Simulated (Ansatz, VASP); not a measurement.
N: VASP beside Ansatz

File INCAR:

```
SYSTEM = N
  PREC = Accurate
  ENCUT = 520
  EDIFF = 1E-8
  ISMEAR = -1
  SIGMA = 0.05
  LREAL = .FALSE.
  LASPH = .TRUE.
  NELM = 60
  ALGO = Normal
  ISIF = 2
  LWAVE = .FALSE.
  LCHARG = .FALSE.
  GGA = PE
  LEFG = .TRUE.
  NBANDS = 8
```

File KPOINTS:

```
Automatic mesh
0
G
  20 20 20
  0 0 0
```

Contents of POSCAR:

```
N
1.0
    0.0000000000      1.5473632513      1.5473632513
    1.5473632513      0.0000000000      1.5473632513
    1.5473632513      1.5473632513      0.0000000000
N
1
Direct
    0.0000000000      0.0000000000      0.0000000000
```

Input for Ansatz:

```yaml
crystal:
  lattice:
    - [0.0, 1.5473632513, 1.5473632513]
    - [1.5473632513, 0.0, 1.5473632513]
    - [1.5473632513, 1.5473632513, 0.0]
  atoms:
    - { symbol: "N", position: [0.0, 0.0, 0.0] }
kpoints:
  mp_grid: { grid: [20, 20, 20] }
scf:
  occupations: { method: fermi_dirac, width: 0.05 }
hamiltonian:
  xc: pbe
  pseudopotentials: { kind: paw }
output:
  forces: true
  stress: true
  eigenvalues: true
  efg: { contact_densities: true }
```

Change from the starting cell: volume scaled by 0.975, PAW files.

Alike in both runs: task electric field gradients; functional PBE; k mesh 20 × 20 × 20; occupations fermi-dirac, width 0.05 eV; no spin polarisation.

|  | VASP | Ansatz |
| --- | --- | --- |
| version | VASP 6.6.1 | Ansatz 0.2.0 |
| potentials or method | VASP PAW PBE potentials, release 64 (N) | PAW with Ansatz's default frozen-core files, scalar-relativistic |
| plane-wave cutoff (eV) | 520 | 420 |
| valence electrons in the cell | 5 | 5 |

```tsv
	VASP	Ansatz	Ansatz less VASP
pressure (GPa)	4.5	4.7	+0.21
```
